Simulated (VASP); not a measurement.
# FeSi (Pm-3m) in VASP: further runs

Runs on FeSi. Level: r2SCAN. Tasks: single point, relaxation of cell and atoms.

Everything below comes from runs of VASP 6.6.1. Logs are shortened: lines on timing, memory, paths and dates and some standing lists are left out, and cuts for length are marked.

## Step 1: The cell of the first run

Symmetry: Pm-3m, No. 221, cubic system. Conventional cell: a = 2.763 Å, b = 2.763 Å, c = 2.763 Å, α = 90.00°, β = 90.00°, γ = 90.00°. Fe (site symmetry m-3m) has 8 Si at 2.39 Å and 6 Fe at 2.76 Å within 3.2 Å. Si (site symmetry m-3m) has 8 Fe at 2.39 Å and 6 Si at 2.76 Å within 3.2 Å.

## Step 2: Single point, r2SCAN (volume scaled by 1.040)

POSCAR reads:

```
FeSi
1.0
    2.7629156480      0.0000000000      0.0000000000
    0.0000000000      2.7629156480      0.0000000000
    0.0000000000      0.0000000000      2.7629156480
Fe Si
1 1
Direct
    0.0000000000      0.0000000000      0.0000000000
    0.5000000000      0.5000000000      0.5000000000
```

INCAR.step1 reads:

```
  PREC = Accurate
  ENCUT = 520
  ISMEAR = 0
  SIGMA = 0.05
  LREAL = F
  LASPH = T
  NELM = 60
  NBANDS = 13
  GGA = PE
  ALGO = Normal
  EDIFF = 1E-4
  LWAVE = T
  LCHARG = F
```

INCAR.step2 reads:

```
  PREC = Accurate
  ENCUT = 520
  EDIFF = 1E-6
  ISMEAR = 0
  SIGMA = 0.05
  LREAL = F
  LASPH = T
  NELM = 60
  ALGO = Normal
  ISIF = 2
  LWAVE = F
  LCHARG = F
  METAGGA = R2SCAN
  LMIXTAU = T
  NBANDS = 13
  ISTART = 1
```

KPOINTS reads:

```
Automatic mesh
0
Gamma
  16 16 16
```

Potentials or basis: VASP PAW PBE potentials, release 64 (Fe, Si).

Command:

```
$ cat potpaw_PBE.64/Fe/POTCAR potpaw_PBE.64/Si/POTCAR > POTCAR
$ cp INCAR.step1 INCAR
$ mpirun -np 1 vasp_std > vasp.out
$ cp INCAR.step2 INCAR
$ mpirun -np 1 vasp_std > vasp.out
```

OUTCAR:

```text
PREC = Accurate
   ENCUT = 520
   EDIFF = 1E-6
   ISMEAR = 0
   LREAL = F
   LASPH = T
   NELM = 60
   ISIF = 2
   METAGGA = R2SCAN
   ISTART = 1

 ion  position               nearest neighbor table
   1  0.000  0.000  0.000-   2 2.39   2 2.39   2 2.39   2 2.39   2 2.39   2 2.39   2 2.39   2 2.39

   2  0.500  0.500  0.500-   1 2.39   1 2.39   1 2.39   1 2.39   1 2.39   1 2.39   1 2.39   1 2.39

  LATTYP: Found a simple cubic cell.
 ALAT       =     2.7629156480

  Lattice vectors:

 A1 = (   2.7629156480,   0.0000000000,   0.0000000000)
 A2 = (   0.0000000000,   2.7629156480,   0.0000000000)
 A3 = (   0.0000000000,   0.0000000000,   2.7629156480)

Analysis of symmetry for initial positions (statically):
=====================================================================
 Subroutine PRICEL returns:
 Original cell was already a primitive cell.

 Routine SETGRP: Setting up the symmetry group for a
 simple cubic supercell.

 Subroutine GETGRP returns: Found 48 space group operations
 (whereof 48 operations were pure point group operations)
 out of a pool of 48 trial point group operations.

The static configuration has the point symmetry O_h .

Analysis of symmetry for dynamics (positions and initial velocities):
=====================================================================
 Subroutine PRICEL returns:
 Original cell was already a primitive cell.

 Routine SETGRP: Setting up the symmetry group for a
 simple cubic supercell.

 Subroutine GETGRP returns: Found 48 space group operations
 (whereof 48 operations were pure point group operations)
 out of a pool of 48 trial point group operations.

The dynamic configuration has the point symmetry O_h .

 Subroutine INISYM returns: Found 48 space group operations
 (whereof 48 operations are pure point group operations),
 and found     1 'primitive' translations

----------------------------------------------------------------------------------------

                                     Primitive cell

  volume of cell :      21.0913

  direct lattice vectors                    reciprocal lattice vectors
     2.762915648  0.000000000  0.000000000     0.361936493  0.000000000  0.000000000
     0.000000000  2.762915648  0.000000000     0.000000000  0.361936493  0.000000000
     0.000000000  0.000000000  2.762915648     0.000000000  0.000000000  0.361936493

  length of vectors
     2.762915648  2.762915648  2.762915648     0.361936493  0.361936493  0.361936493

  position of ions in fractional coordinates (direct lattice)
     0.000000000  0.000000000  0.000000000
     0.500000000  0.500000000  0.500000000

  ion indices of the primitive-cell ions
   primitive index   ion index
                 1           1
                 2           2

----------------------------------------------------------------------------------------

 KPOINTS: Automatic mesh

Automatic generation of k-mesh.
 Grid dimensions read from file:
 generate k-points for:   16   16   16

 Generating k-lattice:

  Cartesian coordinates                     Fractional coordinates (reciprocal lattice)
     0.022621031  0.000000000  0.000000000     0.062500000  0.000000000  0.000000000
     0.000000000  0.022621031  0.000000000     0.000000000  0.062500000  0.000000000
     0.000000000  0.000000000  0.022621031     0.000000000  0.000000000  0.062500000

  Length of vectors
     0.022621031  0.022621031  0.022621031

  Shift w.r.t. Gamma in fractional coordinates (k-lattice)
     0.000000000  0.000000000  0.000000000

 Subroutine IBZKPT returns following result:
 ===========================================

 Found    165 irreducible k-points:

 Following reciprocal coordinates:
            Coordinates               Weight
  0.000000  0.000000  0.000000      1.000000
  0.062500  0.000000  0.000000      6.000000
  0.125000  0.000000  0.000000      6.000000
  0.187500  0.000000  0.000000      6.000000
  0.250000  0.000000  0.000000      6.000000
  0.312500  0.000000  0.000000      6.000000
[... 16 lines left out ...]
  0.437500  0.125000  0.000000     24.000000
  0.500000  0.125000  0.000000     12.000000
 [... further k-points ...]
   k-points           NKPTS =    165   k-points in BZ     NKDIM =    165   number of bands    NBANDS=     13
   number of dos      NEDOS =    301   number of ions     NIONS =      2
   total plane-waves  NPLWV =  13824
   dimension x,y,z NGX =    24 NGY =   24 NGZ =   24
   dimension x,y,z NGXF=    48 NGYF=   48 NGZF=   48
   ions per type =               1   1
   NGX,Y,Z   is equivalent  to a cutoff of  14.44, 14.44, 14.44 a.u.
   NGXF,Y,Z  is equivalent  to a cutoff of  28.88, 28.88, 28.88 a.u.
 SYSTEM =  unknown system
   PREC   = accura    normal or accurate (medium, high low for compatibility)
   ISTART =      1    job   : 0-new  1-cont  2-samecut
   ICHARG =      0    charge: 1-file 2-atom 10-const
   ISPIN  =      1    spin polarized calculation?
   LNONCOLLINEAR =      F non collinear calculations
   LSORBIT =      F    spin-orbit coupling
   LASPH  =      T    aspherical Exc in radial PAW
   ENCUT  =  520.0 eV  38.22 Ry    6.18 a.u.   5.14  5.14  5.14*2*pi/ulx,y,z
   NELM   =     60;   NELMIN=  2; NELMDL=  0     # of ELM steps
   EDIFF  = 0.1E-05   stopping-criterion for ELM
   LREAL  =      F    real-space projection
   EDIFFG = 0.1E-04   stopping-criterion for IOM
   NSW    =      0    number of steps for IOM
   IBRION =     -1    ionic relax: 0-MD 1-quasi-New 2-CG
   NFREE  =      0    steps in history (QN), initial steepest desc. (CG)
   ISIF   =      2    stress and relaxation
   ISYM   =      2    0-nonsym 1-usesym 2-fastsym
   POTIM  = 0.5000    time-step for ionic-motion
   TEBEG  =    0.0;   TEEND  =   0.0 temperature during run
   PSTRESS=    0.0 pullay stress
   NELECT =      12.0000    total number of electrons
   NUPDOWN=      -1.0000    fix difference up-down
   EMIN   =  10.00;   EMAX   =-10.00  energy-range for DOS
   EFERMI =   0.00;   METHOD = LEGACY
   ISMEAR =     0;   SIGMA  =   0.05  broadening in eV -4-tet -1-fermi 0-gaus
   EFERMI_NEDOS =   21; number of points for ismear=-14 and -15
   IALGO  =     38    algorithm
   IMIX   =      4    mixing-type and parameters
     AMIX     =   0.40;   BMIX     =  1.00
     AMIX_MAG =   1.60;   BMIX_MAG =  1.00
  volume/ion in A,a.u.               =      10.55        71.17
  Fermi-wavevector in a.u.,A,eV,Ry     =   1.356545  2.563499 25.037646  1.840215
  Thomas-Fermi vector in A             =   2.483539
   LORBIT       =      0    0 simple, 1 ext, 2 COOP (PROOUT), +10 PAW based schemes
   METAGGA = R2SCAN    functional components
   LHFCALC =     F    Hartree Fock is set to
   AEXX    =    0.0000 exact exchange contribution
   IVDW    =     0    specifies the selected vdW correction
   LEPSILON=     F    determine dielectric tensor
   LRPA    =     F    only Hartree local field effects (RPA)
 non-spin polarized calculation
 Gauss-broadening in eV      SIGMA  =   0.05
  energy-cutoff  :      520.00
  volume of cell :       21.09
 maximum number of plane-waves:       587
 NGX is ok and might be reduce to    24
   NGX = 11   NGY = 11   NGZ = 11

 number of electron      11.9999998 magnetization

 Free energy of the ion-electron system (eV)
  ---------------------------------------------------
  ext. energy  EPLUGINS =         0.00000000
  ---------------------------------------------------
  free energy    TOTEN  =       -23.66330962 eV

  energy without entropy =      -23.66310956  energy(sigma->0) =      -23.66320959

 E-fermi :  11.0294     XC(G=0): -14.0940

 val. band max:       11.0153396727   @ k =   0.4375   0.4375   0.3750
 cond. band min:      11.1501836742   @ k =   0.5000   0.5000   0.0000
 fundamental gap:      0.1348440015
 Fermi energy:        11.0294164122

 k-point     1 :       0.0000    0.0000    0.0000
  band No.  band energies     occupation
      1      -4.0891      2.00000
      2       7.0959      2.00000
      3       7.0959      2.00000
      4       9.9297      2.00000
      5       9.9297      2.00000
      6       9.9298      2.00000
      7      14.4265      0.00000
      8      14.4265      0.00000
      9      14.4265      0.00000
     10      19.3075      0.00000
     11      19.3075      0.00000
     12      25.2591      0.00000
     13      32.1041      0.00000

 k-point     2 :       0.0625    0.0000    0.0000
  band No.  band energies     occupation
      1      -4.0078      2.00000
      2       7.0390      2.00000
      3       7.1294      2.00000
      4       9.8404      2.00000
      5       9.8404      2.00000
      6       9.9369      2.00000
      7      13.9475      0.00000
      8      14.5824      0.00000
      9      14.5824      0.00000
     10      19.2628      0.00000
     11      19.7999      0.00000
     12      25.5068      0.00000
     13      31.3057      0.00000

 k-point     3 :       0.1250    0.0000    0.0000
  band No.  band energies     occupation
      1      -3.7652      2.00000
      2       6.8287      2.00000
      3       7.2266      2.00000
      4       9.6091      2.00000
      5       9.6091      2.00000
      6       9.9571      2.00000
      7      12.9898      0.00000
      8      15.0149      0.00000
      9      15.0149      0.00000
     10      19.1314      0.00000
     11      20.7836      0.00000
     12      26.2930      0.00000
     13      29.7590      0.00000
[... 305 lines left out ...]
 k-point    23 :       0.4375    0.1250    0.0000
  band No.  band energies     occupation
      1      -0.2111      2.00000
      2       2.5754      2.00000
      3       7.9200      2.00000
      4       8.2713      2.00000
      5       8.4739      2.00000
      6       9.9063      2.00000
      7      11.4409      0.00000
      8      16.4121      0.00000
      9      19.3067      0.00000
     10      19.5482      0.00000
     11      21.0911      0.00000
     12      22.5273      0.00000
     13      25.8233      0.00000

 k-point    24 :       0.5000    0.1250    0.0000
  band No.  band energies     occupation
      1       0.2966      2.00000
      2       1.9868      2.00000
      3       8.0164      2.00000
      4       8.1847      2.00000
      5       8.4315      2.00000
      6       9.9157      2.00000
      7      11.4508      0.00000
      8      16.6209      0.00000
      9      19.3038      0.00000
     10      20.1027      0.00000
     11      20.7370      0.00000
     12      21.8804      0.00000
     13      26.0644      0.00000

 [... further k-points ...]
[... 5 lines left out ...]
  --------------------------------------------------------------------------------------
  -------------------------------------------------------------------------------------
  Total       -1.2023828     -1.2023828     -1.2023828     -0.0000000     -0.0000000      0.0000000
  in kB      -91.3377838    -91.3377838    -91.3377838     -0.0000000     -0.0000000      0.0000000
  external PRESSURE =     -91.3377838 kB  Pullay stress =       0.0000000 kB

 VOLUME and BASIS-vectors are now :
 -----------------------------------------------------------------------------
  energy-cutoff  :      520.00
  volume of cell :       21.09
      direct lattice vectors                 reciprocal lattice vectors
     2.762915648  0.000000000  0.000000000     0.361936493  0.000000000  0.000000000
     0.000000000  2.762915648  0.000000000     0.000000000  0.361936493  0.000000000
     0.000000000  0.000000000  2.762915648     0.000000000  0.000000000  0.361936493

 POSITION                                       TOTAL-FORCE (eV/Angst)
 -----------------------------------------------------------------------------------
      0.00000      0.00000      0.00000         0.000000      0.000000      0.000000
      1.38146      1.38146      1.38146         0.000000      0.000000      0.000000
 -----------------------------------------------------------------------------------
    total drift:                                0.000000      0.000000      0.000000

  FREE ENERGIE OF THE ION-ELECTRON SYSTEM (eV)
  ---------------------------------------------------
  free  energy   TOTEN  =       -23.6633096245 eV

  energy  without entropy=      -23.6631095638  energy(sigma->0) =      -23.66320959
```

Wall time 46 s (1 thread of Intel Xeon 6975P-C (Granite Rapids), shared host); peak memory 0.18 GiB.

What came out:

- Free energy: -23.6633 eV
- Pressure: -9.1 GPa
- Band gap on the k mesh: zero (band 6 reaches 11.20 eV, above the bottom of band 7 at 11.02 eV)

Levels at points of the mesh, in eV from the Fermi level:
```csv
k point,band 2,band 3,band 4,band 5,band 6,band 7,band 8,band 9,band 10,band 11
"(0.00, 0.00, 0.00)",-3.93,-3.93,-1.10,-1.10,-1.10,3.40,3.40,3.40,8.28,8.28
"(0.50, 0.00, 0.00)",-9.37,-2.92,-2.67,-2.67,-0.91,0.44,6.82,9.10,9.10,10.27
"(0.50, 0.50, 0.00)",-5.61,-5.61,-4.01,-2.11,-2.11,0.12,2.33,2.88,8.88,14.48
"(0.50, 0.50, 0.50)",-6.48,-6.48,-1.27,0.18,0.18,1.54,1.54,1.54,4.35,4.35
```

Caveat: the PAW data sets were made with another functional, which shifts forces and pressure a little.

(Part 1 of 3 ends here.)
